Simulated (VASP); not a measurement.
Here is a VASP 6.6.1 calculation.

Contents of INCAR:

```
SYSTEM = SnSe
PREC = Accurate
ENCUT = 520
EDIFF = 1E-8
ISMEAR = -1
SIGMA = 0.02
LREAL = .False.
LASPH = .True.
NELM = 80
ALGO = Normal
ISIF = 2
LWAVE = .False.
LCHARG = .False.
GGA = PE
LEFG = .True.
NBANDS = 17
```

Contents of KPOINTS:

```
Automatic mesh
0
Gamma
  9 9 9
  0 0 0
```

POSCAR

```
SnSe
1.0
    0.0000000000      3.1003000000      3.0100000000
    3.1003000000      0.0000000000      3.0100000000
    3.1003000000      3.1003000000      0.0000000000
Sn Se
1 1
Direct
    0.0000000000      0.0000000000      0.0000000000
    0.5000000000      0.5000000000      0.5000000000
```

Potentials or basis: VASP PAW PBE potentials, release 64 (Sn_d, Se).

Run with:

```bash
$ cat potpaw_PBE.64/Sn_d/POTCAR potpaw_PBE.64/Se/POTCAR > POTCAR
$ mpirun -np 1 vasp_std > vasp.out
```

Task: Predict the pressure.

Result: -1.6 GPa.

Task: What does it give for the band gap on the k mesh?

Result: 0.66 eV, indirect (least direct gap 0.69 eV).

Electric field gradients, principal values (V/Å²):
```tsv
atom	least	middle	greatest (by size)
1 Sn	20.284	20.285	-40.569
2 Se	1.427	1.427	-2.855
```

Caveat: the cell differs from its parent crystal (equal xx and yy strain of +3 %); without QUAD_EFG the Cq values of the log hold for a quadrupole moment of 1 mb, not for the nuclei; spin-orbit coupling is left out, which moves the levels of the heavy elements. A k mesh can miss the band edges.
